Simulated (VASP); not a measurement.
Wanted: the native input for a VASP 6.6.1 run.

* Task: relaxation of cell and atoms
* Functional: PBEsol
* Potentials or basis: VASP PAW PBE potentials, release 64 (Ga_d, Co_sv)
* Cutoff: 690 eV
* k mesh: 9 × 9 × 9
* Occupations: fermi-dirac, width 0.05 eV
* Spin: collinear spin, ferromagnetic start
* Starting moments: [0.0, 2.0] μB
* Hubbard terms: Co d U = 5.3 eV
* Dipole correction: no
* Further INCAR settings: ALGO = Normal; EDIFF = 1e-07; IBRION = 2; EDIFFG = -0.01; NSW = 60; ISIF = 3

The structure of GaCo lies in POSCAR:

```
GaCo
1.0
    3.0152505340      0.0000000000      0.0000000000
    0.0000000000      3.0152505340      0.0000000000
    0.0000000000      0.0000000000      3.0152505340
Ga Co
1 1
Direct
    0.5000000000      0.5000000000      0.5000000000
    0.0000000000      0.0000000000      0.0000000000
```

One way to write it, as run:

INCAR

```
SYSTEM = GaCo
ALGO = Normal ; EDIFF = 1E-7
EDIFFG = -0.01 ; ENCUT = 690
GGA = PS ; GGA_COMPAT = .False.
IBRION = 2 ; ISIF = 3
ISMEAR = -1 ; ISPIN = 2
LASPH = .True. ; LCHARG = .False.
LDAU = .True. ; LDAUJ = 0 0
LDAUL = -1 2 ; LDAUPRINT = 1
LDAUTYPE = 2 ; LDAUU = 0 5.3
LMAXMIX = 4 ; LORBIT = 11
LREAL = .False. ; LWAVE = .False.
MAGMOM = 0 2 ; NELM = 200
NELMIN = 4 ; NSW = 60
PREC = Accurate ; SIGMA = 0.05
```

KPOINTS

```
k-points
0
Gamma
  9 9 9
  0 0 0
```

Potentials or basis: VASP PAW PBE potentials, release 64 (Ga_d, Co_sv).

Launch:

```console
$ cat potpaw_PBE.64/Ga_d/POTCAR potpaw_PBE.64/Co_sv/POTCAR > POTCAR
$ mpirun -np 1 vasp_std > vasp.out
```

It gave:

| Item | Value |
| --- | --- |
| Relaxed volume | 13.04 Å³/atom |
| Relaxed cell | a = 2.966 Å, b = 2.966 Å, c = 2.966 Å, α = 90.00°, β = 90.00°, γ = 90.00° |
| Space group after relaxing (to 0.1 Å) | Pm-3m (No. 221) |
| Energy gained by relaxing | 6.2 meV/atom |
| Ionic steps | 5 |
| Pressure after relaxing | 0.0 GPa |
| Net moment | 1.54 μB per cell |
| Site moments | Ga -0.09; Co +1.66 μB |
| Valence electrons inside the program's atomic spheres | Ga 11.72; Co 15.18 |

Caveat: the PAW data sets were made with another functional, which shifts forces and pressure a little; the U is typed as a test and isn't derived for this compound.

Run time: 3.3 min on 1 thread of AMD EPYC 7R13 Processor (Zen 3) (shared host), peak memory 0.18 GiB.
